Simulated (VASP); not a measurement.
Here is a VASP 6.6.1 calculation.

The input INCAR:

```
SYSTEM = Mo
ALGO     = Normal         ! electronic algorithm
EDIFF    = 1E-7           ! SCF threshold, eV
ENCUT    = 520            ! plane-wave cutoff, eV
GGA      = RE             ! functional
ISIF     = 2              ! what is computed and relaxed
ISMEAR   = -1             ! smearing method
LASPH    = .True.         ! aspherical terms in the spheres
LCHARG   = .True.         ! write CHGCAR
LELF     = .True.         ! ELF
LREAL    = .False.        ! projectors in reciprocal space
LVHAR    = .True.       
LWAVE    = .False.        ! write WAVECAR
NBANDS   = 21             ! bands
NELM     = 80             ! most SCF steps
PREC     = Accurate       ! precision mode
SIGMA    = 0.1            ! smearing width, eV
```

Contents of KPOINTS:

```
k-points
0
Gamma
  15 15 8
  0 0 0
```

POSCAR

```
Mo
1.0
   -1.9247522523      1.9245994210      1.3311215115
    1.9245994210     -1.9247522523      1.3311215115
    3.1690439935      3.1690439935     -1.3314014224
Mo
2
Direct
    0.9999595626      0.0000404374      0.0000000000
    0.7500404374      0.2499595626      0.5000000000
```

Potentials or basis: VASP PAW PBE potentials, release 64 (Mo_sv).

Command:

```console
$ cat potpaw_PBE.64/Mo_sv/POTCAR > POTCAR
$ mpirun -np 1 vasp_std > vasp.out
```

Question: Predict the band gap on the k mesh.

Answer: Zero (bands 14 and 15 overlap by 1.52 eV).

Question: What does it give for the pressure?

Answer: 0.4 GPa.

Forces on the atoms (eV/Å):
```
Mo  -0.002  0.002  0.000
Mo   0.002 -0.002  0.000
```

Caveat: the PAW data sets were made with another functional, which shifts forces and pressure a little.
